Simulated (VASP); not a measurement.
## Pb: single point with PBE

The system is Pb.

```
CELL_PARAMETERS angstrom
0.00000 2.52050 2.52050
2.52050 0.00000 2.52050
2.52050 2.52050 0.00000
ATOMIC_POSITIONS crystal
Pb 0.00000 0.00000 0.00000
```

| Quantity | Value |
| --- | --- |
| Program | VASP 6.6.1 |
| Task | single point |
| Functional | PBE |
| Potentials or basis | VASP PAW PBE potentials, release 64 (Pb_d) |
| Cutoff | 520 eV |
| k mesh | 16 × 16 × 16 |
| Occupations | fermi-dirac, width 0.15 eV |
| Spin | no spin polarisation |

- Pressure: -0.1 GPa
- Band gap on the k mesh: zero (bands 7 and 8 overlap by 8.56 eV)

Levels at points of the mesh, in eV from the Fermi level:
```tsv
k point	band 5	band 6	band 7	band 8	band 9	band 10
(0.00, 0.00, 0.00)	-16.95	-11.42	6.96	6.96	6.96	9.70
(0.50, 0.00, 0.00)	-16.83	-8.11	-3.97	5.25	5.25	8.96
(0.50, 0.50, 0.00)	-16.80	-6.83	-3.09	1.96	1.96	5.20
```

It took 21 s on 1 thread of Intel(R) Xeon(R) 6975P-C (Granite Rapids), with other jobs on the host, peak memory 0.19 GiB.

Caveat: spin-orbit coupling is left out, which moves the levels of the heavy elements.
